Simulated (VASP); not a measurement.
Wanted: the native input for a VASP 6.6.1 run.

```yaml
Task: single point
Functional: PBE
Dispersion: D3(BJ)
Potentials_or_basis: VASP PAW PBE potentials, release 64 (Mo_sv, S)
Cutoff: 520 eV
k_mesh: 12 × 12 × 4
Occupations: gaussian, width 0.05 eV
Spin: no spin polarisation
Dipole_correction: no
Further_INCAR_settings: ALGO = Normal; EDIFF = 1e-07; NBANDS = 35
```

The structure of MoS2 lies in POSCAR:

```
MoS2
1.0
    3.1754976126      0.0000000000      0.0000000000
   -1.5877488063      2.7500616022      0.0000000000
    0.0000000000      0.0000000000     12.1921287081
Mo S
2 4
Direct
    0.1110658068      0.6666666667      0.2500000000
    0.8889341932      0.3333333333      0.7500000000
    0.5540821037      0.6666666667      0.6204968003
    0.4459178963      0.3333333333      0.1204968003
    0.5540821037      0.6666666667      0.8795031997
    0.4459178963      0.3333333333      0.3795031997
```

This cell differs from its parent crystal: atoms displaced along a vibrational mode, the cell strained.

One way to write it, as run:

INCAR

```
PREC = Accurate ; ENCUT = 520
EDIFF = 1E-7 ; ISMEAR = 0
SIGMA = 0.05 ; LREAL = False
LASPH = True ; NELM = 100
ALGO = Normal ; ISIF = 2
LWAVE = False ; LCHARG = True
GGA = PE ; IVDW = 12
LELF = True ; LVHAR = True
NBANDS = 35
```

KPOINTS

```
Automatic mesh
0
Gamma
  12 12 4
```

Potentials or basis: VASP PAW PBE potentials, release 64 (Mo_sv, S).

Run with:

```bash
$ cat potpaw_PBE.64/Mo_sv/POTCAR potpaw_PBE.64/S/POTCAR > POTCAR
$ mpirun -np 1 vasp_std > vasp.out
```

It gave:

```yaml
Pressure: -2.8 GPa
Largest_force: 0.638 eV/Å
Band_gap_on_the_k_mesh: 0.73 eV (least direct gap 1.70 eV)
Dispersion_energy_per_atom: -0.426 eV
```

Caveat: the cell differs from its parent crystal (atoms displaced along a vibrational mode, the cell strained).

Run time: 18 min on 1 thread of Oxide Virtual Turin-like Processor, with other jobs on the host, peak memory 0.67 GiB.
